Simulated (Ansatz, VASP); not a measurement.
**Ba2SnF6: VASP beside Ansatz**

INCAR

```
SYSTEM = Ba2SnF6
PREC     = Accurate       ! precision mode
ENCUT    = 600            ! plane-wave cutoff, eV
EDIFF    = 1E-6           ! SCF threshold, eV
ISMEAR   = 0              ! smearing method
SIGMA    = 0.02           ! smearing width, eV
LREAL    = .False.        ! projectors in reciprocal space
LASPH    = .True.         ! aspherical terms in the spheres
NELM     = 100            ! most SCF steps
ALGO     = Normal         ! electronic algorithm
ISIF     = 3              ! what is computed and relaxed
LWAVE    = .False.        ! write WAVECAR
LCHARG   = .False.        ! write CHGCAR
GGA      = PE             ! functional
IBRION   = 2              ! ionic algorithm
NSW      = 100            ! ionic steps
EDIFFG   = -0.01          ! ionic threshold
```

KPOINTS

```
regular mesh
0
Gamma
  6 6 6
  0 0 0
```

Contents of POSCAR:

```
Ba2SnF6
1.0
    0.0000000000      4.3562812142      4.3562812142
    4.3562812142      0.0000000000      4.3562812142
    4.3562812142      4.3562812142      0.0000000000
Ba Sn F
2 1 6
Direct
    0.2500000000      0.2500000000      0.2500000000
    0.7500000000      0.7500000000      0.7500000000
    0.5000000000      0.5000000000      0.5000000000
    0.2386568932      0.7613431068      0.7613431068
    0.7613431068      0.2386568932      0.2386568932
    0.7613431068      0.2386568932      0.7613431068
    0.2386568932      0.7613431068      0.2386568932
    0.7613431068      0.7613431068      0.2386568932
    0.2386568932      0.2386568932      0.7613431068
```

Input for Ansatz:

```yaml
crystal:
  lattice:
    - [0.0, 4.3562812142, 4.3562812142]
    - [4.3562812142, 0.0, 4.3562812142]
    - [4.3562812142, 4.3562812142, 0.0]
  atoms:
    - { symbol: Ba, position: [0.25, 0.25, 0.25] }
    - { symbol: Ba, position: [0.75, 0.75, 0.75] }
    - { symbol: Sn, position: [0.5, 0.5, 0.5] }
    - { symbol: F, position: [0.2386568932, 0.7613431068, 0.7613431068] }
    - { symbol: F, position: [0.7613431068, 0.2386568932, 0.2386568932] }
    - { symbol: F, position: [0.7613431068, 0.2386568932, 0.7613431068] }
    - { symbol: F, position: [0.2386568932, 0.7613431068, 0.2386568932] }
    - { symbol: F, position: [0.7613431068, 0.7613431068, 0.2386568932] }
    - { symbol: F, position: [0.2386568932, 0.2386568932, 0.7613431068] }
basis:
  ecutwfc: 420
kpoints:
  mp_grid: { grid: [6, 6, 6] }
hamiltonian:
  xc: pbe
scf:
  occupations: { method: gaussian, width: 0.02 }
output:
  forces: true
  stress: true
  eigenvalues: true
relax:
  adjacent_minimum: "off"
  f_tol: 0.01
  max_steps: 80
  cell: { stress_tol: 0.05 }
```

Alike in both runs: task relaxation of cell and atoms; functional PBE; k mesh 6 × 6 × 6; occupations gaussian, width 0.02 eV; no spin polarisation.

```csv
,VASP,Ansatz
version,VASP 6.6.1,Ansatz 0.2.0
potentials or method,"VASP PAW PBE potentials, release 64 (Ba_sv, Sn_d, F), cutoff 600 eV","scalar-relativistic, plane waves, PAW"
valence electrons in the cell,76,76
```

VASP gave:

| Property | Result |
| --- | --- |
| gap on the k mesh at the Fermi level, each at its own relaxed structure (eV) | 2.30 |
| relaxed volume (Å³/atom) | 18.41 |
| relaxed cell length with the largest relative difference (Å) | 6.165 |

Q: Which values does Ansatz return?

A: gap on the k mesh at the Fermi level, each at its own relaxed structure (eV): 2.32; relaxed volume (Å³/atom): 18.34; relaxed cell length with the largest relative difference (Å): 6.158.

Neither program's run includes spin-orbit coupling.
